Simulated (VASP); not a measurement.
# SiNi (rocksalt type) (Fm-3m) in VASP: a series of runs, part 2 of 3

VASP 6.6.1. Earlier steps stand in the parts before.

**3. Single point, LDA (volume scaled by 0.88)**

Contents of INCAR:

```
SYSTEM = SiNi
PREC = Accurate ; ENCUT = 600
EDIFF = 1E-6 ; ISMEAR = -1
SIGMA = 0.08 ; LREAL = .False.
LASPH = .True. ; NELM = 120
ALGO = Normal ; ISIF = 2
LWAVE = .False. ; LCHARG = .False.
NBANDS = 14 ; GGA_COMPAT = .False.
```

Contents of KPOINTS:

```
Automatic mesh
0
Gamma
  16 16 16
  0 0 0
```

Contents of POSCAR:

```
SiNi
1.0
    0.0000000000      2.2245375381      2.2245375381
    2.2245375381      0.0000000000      2.2245375381
    2.2245375381      2.2245375381      0.0000000000
Ni Si
1 1
Direct
    0.0000000000      0.0000000000      0.0000000000
    0.5000000000      0.5000000000      0.5000000000
```

Potentials or basis: VASP PAW LDA potentials, release 64 (Ni, Si).

Launch:

```bash
$ cat potpaw_LDA.64/Ni/POTCAR potpaw_LDA.64/Si/POTCAR > POTCAR
$ mpirun -np 1 vasp_std > vasp.out
```

OUTCAR:

```text
SYSTEM = SiNi
   PREC = Accurate
   ENCUT = 600
   EDIFF = 1E-6
   ISMEAR = -1
   LREAL = .False.
   LASPH = .True.
   NELM = 120
   ISIF = 2

 ion  position               nearest neighbor table
   1  0.000  0.000  0.000-   2 2.22   2 2.22   2 2.22   2 2.22   2 2.22   2 2.22
   2  0.500  0.500  0.500-   1 2.22   1 2.22   1 2.22   1 2.22   1 2.22   1 2.22

  LATTYP: Found a face centered cubic cell.
 ALAT       =     4.4490750762

  Lattice vectors:

 A1 = (   0.0000000000,   2.2245375381,   2.2245375381)
 A2 = (   2.2245375381,   0.0000000000,   2.2245375381)
 A3 = (   2.2245375381,   2.2245375381,   0.0000000000)

Analysis of symmetry for initial positions (statically):
=====================================================================
 Subroutine PRICEL returns:
 Original cell was already a primitive cell.

 Routine SETGRP: Setting up the symmetry group for a
 face centered cubic supercell.

 Subroutine GETGRP returns: Found 48 space group operations
[... 9 lines left out ...]

 Routine SETGRP: Setting up the symmetry group for a
 face centered cubic supercell.

 Subroutine GETGRP returns: Found 48 space group operations
[... 11 lines left out ...]
                                     Primitive cell

  volume of cell :      22.0165

  direct lattice vectors                    reciprocal lattice vectors
     0.000000000  2.224537538  2.224537538    -0.224765818  0.224765818  0.224765818
     2.224537538  0.000000000  2.224537538     0.224765818 -0.224765818  0.224765818
     2.224537538  2.224537538  0.000000000     0.224765818  0.224765818 -0.224765818

  length of vectors
     3.145971156  3.145971156  3.145971156     0.389305817  0.389305817  0.389305817

  position of ions in fractional coordinates (direct lattice)
     0.000000000  0.000000000  0.000000000
     0.500000000  0.500000000  0.500000000

  ion indices of the primitive-cell ions
   primitive index   ion index
                 1           1
                 2           2

----------------------------------------------------------------------------------------

 KPOINTS: Automatic mesh

Automatic generation of k-mesh.
 Grid dimensions read from file:
 generate k-points for:   16   16   16

 Generating k-lattice:

  Cartesian coordinates                     Fractional coordinates (reciprocal lattice)
    -0.014047864  0.014047864  0.014047864     0.062500000  0.000000000  0.000000000
     0.014047864 -0.014047864  0.014047864     0.000000000  0.062500000  0.000000000
     0.014047864  0.014047864 -0.014047864     0.000000000  0.000000000  0.062500000

  Length of vectors
     0.024331614  0.024331614  0.024331614

  Shift w.r.t. Gamma in fractional coordinates (k-lattice)
     0.000000000  0.000000000  0.000000000

 Subroutine IBZKPT returns following result:
 ===========================================

 Found    145 irreducible k-points:

 Following reciprocal coordinates:
            Coordinates               Weight
  0.000000  0.000000  0.000000      1.000000
  0.062500  0.000000  0.000000      8.000000
  0.125000  0.000000  0.000000      8.000000
  0.187500  0.000000  0.000000      8.000000
  0.250000  0.000000  0.000000      8.000000
  0.312500  0.000000  0.000000      8.000000
[... 16 lines left out ...]
 -0.125000  0.062500  0.000000     24.000000
 -0.062500  0.062500  0.000000     12.000000
 [... further k-points ...]
   k-points           NKPTS =    145   k-points in BZ     NKDIM =    145   number of bands    NBANDS=     14
   number of dos      NEDOS =    301   number of ions     NIONS =      2
   total plane-waves  NPLWV =  21952
   dimension x,y,z NGX =    28 NGY =   28 NGZ =   28
   dimension x,y,z NGXF=    56 NGYF=   56 NGZF=   56
   ions per type =               1   1
   NGX,Y,Z   is equivalent  to a cutoff of  14.80, 14.80, 14.80 a.u.
   NGXF,Y,Z  is equivalent  to a cutoff of  29.59, 29.59, 29.59 a.u.
 SYSTEM =  SiNi
   PREC   = accura    normal or accurate (medium, high low for compatibility)
   ISTART =      0    job   : 0-new  1-cont  2-samecut
   ICHARG =      2    charge: 1-file 2-atom 10-const
   ISPIN  =      1    spin polarized calculation?
   LNONCOLLINEAR =      F non collinear calculations
   LSORBIT =      F    spin-orbit coupling
   LASPH  =      T    aspherical Exc in radial PAW
   ENCUT  =  600.0 eV  44.10 Ry    6.64 a.u.   6.28  6.28  6.28*2*pi/ulx,y,z
   NELM   =    120;   NELMIN=  2; NELMDL= -5     # of ELM steps
   EDIFF  = 0.1E-05   stopping-criterion for ELM
   LREAL  =      F    real-space projection
   EDIFFG = 0.1E-04   stopping-criterion for IOM
   NSW    =      0    number of steps for IOM
   IBRION =     -1    ionic relax: 0-MD 1-quasi-New 2-CG
   NFREE  =      0    steps in history (QN), initial steepest desc. (CG)
   ISIF   =      2    stress and relaxation
   ISYM   =      2    0-nonsym 1-usesym 2-fastsym
   POTIM  = 0.5000    time-step for ionic-motion
   TEBEG  =    0.0;   TEEND  =   0.0 temperature during run
   PSTRESS=    0.0 pullay stress
   NELECT =      14.0000    total number of electrons
   NUPDOWN=      -1.0000    fix difference up-down
   EMIN   =  10.00;   EMAX   =-10.00  energy-range for DOS
   EFERMI =   0.00;   METHOD = LEGACY
   ISMEAR =    -1;   SIGMA  =   0.08  broadening in eV -4-tet -1-fermi 0-gaus
   EFERMI_NEDOS =   21; number of points for ismear=-14 and -15
   IALGO  =     38    algorithm
   IMIX   =      4    mixing-type and parameters
     AMIX     =   0.40;   BMIX     =  1.00
     AMIX_MAG =   1.60;   BMIX_MAG =  1.00
  volume/ion in A,a.u.               =      11.01        74.29
  Fermi-wavevector in a.u.,A,eV,Ry     =   1.407779  2.660316 26.964588  1.981841
  Thomas-Fermi vector in A             =   2.530003
   LORBIT       =      0    0 simple, 1 ext, 2 COOP (PROOUT), +10 PAW based schemes
   GGA     = CA    functional components
   LHFCALC =     F    Hartree Fock is set to
   AEXX    =    0.0000 exact exchange contribution
   IVDW    =     0    specifies the selected vdW correction
   LEPSILON=     F    determine dielectric tensor
   LRPA    =     F    only Hartree local field effects (RPA)
 non-spin polarized calculation
  energy-cutoff  :      600.00
  volume of cell :       22.02
 maximum number of plane-waves:       754
 NGX is ok and might be reduce to    28
   NGX = 13   NGY = 13   NGZ = 13

 number of electron      14.0000002 magnetization

 Free energy of the ion-electron system (eV)
  ---------------------------------------------------
  ext. energy  EPLUGINS =         0.00000000
  ---------------------------------------------------
  free energy    TOTEN  =       -12.41478575 eV

  energy without entropy =      -12.39184469  energy(sigma->0) =      -12.40331522

 E-fermi :  11.6695     XC(G=0): -12.8751

 val. band max:       11.6610581987   @ k =   0.4375   0.4375   0.0000
 cond. band min:      11.6903042340   @ k =  -0.4375   0.3750   0.1250
 fundamental gap:      0.0292460353
 Fermi energy:        11.6695465607

 k-point     1 :       0.0000    0.0000    0.0000
  band No.  band energies     occupation
      1      -1.9050      2.00000
      2       8.3198      2.00000
      3       8.3198      2.00000
      4       8.3198      2.00000
      5       8.3525      2.00000
      6       8.3525      2.00000
      7      16.4936      0.00000
      8      16.4936      0.00000
      9      16.4936      0.00000
     10      22.5021      0.00000
     11      22.5021      0.00000
     12      22.5021      0.00000
     13      23.9411      0.00000
     14      27.3995      0.00000

 k-point     2 :       0.0625    0.0000    0.0000
  band No.  band energies     occupation
      1      -1.8167      2.00000
      2       8.2690      2.00000
      3       8.3012      2.00000
      4       8.3012      2.00000
      5       8.3624      2.00000
      6       8.3624      2.00000
      7      16.0443      0.00000
      8      16.5303      0.00000
      9      16.5303      0.00000
     10      21.9666      0.00000
     11      22.5786      0.00000
     12      22.5786      0.00000
     13      24.8110      0.00000
     14      26.4068      0.00000
[... 343 lines left out ...]
      1      -1.3490      2.00000
      2       8.0138      2.00000
      3       8.0886      2.00000
      4       8.1105      2.00000
      5       8.4733      2.00000
      6       8.5678      2.00000
      7      14.5413      0.00000
      8      15.7953      0.00000
      9      17.2504      0.00000
     10      21.2061      0.00000
     11      22.5935      0.00000
     12      22.6429      0.00000
     13      23.6998      0.00000
     14      25.7433      0.00000

 k-point    24 :      -0.0625    0.0625    0.0000
  band No.  band energies     occupation
      1      -1.6699      2.00000
      2       8.1981      2.00000
      3       8.2310      2.00000
      4       8.2392      2.00000
      5       8.3796      2.00000
      6       8.4387      2.00000
      7      15.6573      0.00000
      8      16.0165      0.00000
      9      16.8720      0.00000
     10      21.5762      0.00000
     11      22.6110      0.00000
     12      22.7096      0.00000
     13      24.8995      0.00000
     14      25.7284      0.00000

 [... further k-points ...]
[... 5 lines left out ...]
  --------------------------------------------------------------------------------------
  -------------------------------------------------------------------------------------
  Total        3.9324403      3.9324403      3.9324403     -0.0000000      0.0000000     -0.0000000
  in kB      286.1696084    286.1696084    286.1696084     -0.0000000      0.0000000     -0.0000000
  external PRESSURE =     286.1696084 kB  Pullay stress =       0.0000000 kB

 VOLUME and BASIS-vectors are now :
 -----------------------------------------------------------------------------
  energy-cutoff  :      600.00
  volume of cell :       22.02
      direct lattice vectors                 reciprocal lattice vectors
     0.000000000  2.224537538  2.224537538    -0.224765818  0.224765818  0.224765818
     2.224537538  0.000000000  2.224537538     0.224765818 -0.224765818  0.224765818
     2.224537538  2.224537538  0.000000000     0.224765818  0.224765818 -0.224765818

 POSITION                                       TOTAL-FORCE (eV/Angst)
 -----------------------------------------------------------------------------------
      0.00000      0.00000      0.00000        -0.000000     -0.000000     -0.000000
      2.22454      2.22454      2.22454         0.000000      0.000000      0.000000
 -----------------------------------------------------------------------------------
    total drift:                               -0.000000     -0.000000      0.000000

  FREE ENERGIE OF THE ION-ELECTRON SYSTEM (eV)
  ---------------------------------------------------
  free  energy   TOTEN  =       -12.4147857540 eV

  energy  without entropy=      -12.3918446927  energy(sigma->0) =      -12.40331522
```

Wall time 48 s (1 thread of Intel Xeon 6975P-C, shared host); peak memory 0.18 GiB.

What came out:

| Quantity | Value |
| --- | --- |
| Free energy | -12.4148 eV |
| Pressure | 28.6 GPa |
| Band gap on the k mesh | zero (band 7 reaches 16.49 eV, above the bottom of band 8 at 10.33 eV) |

Levels at points of the mesh, in eV from the Fermi level:
```csv
k point,band 5,band 6,band 7,band 8,band 9,band 10
"(0.00, 0.00, 0.00)",-3.32,-3.32,4.82,4.82,4.82,10.83
"(0.50, 0.00, 0.00)",-2.32,-2.32,-1.48,6.57,6.57,6.80
"(0.50, 0.50, 0.00)",-2.07,-2.07,-0.86,-0.27,-0.27,4.95
```

 Spin polarisation is off, so any magnetic state and its effect on volume and gap are missing.

(Continued in part 3 of 3.)
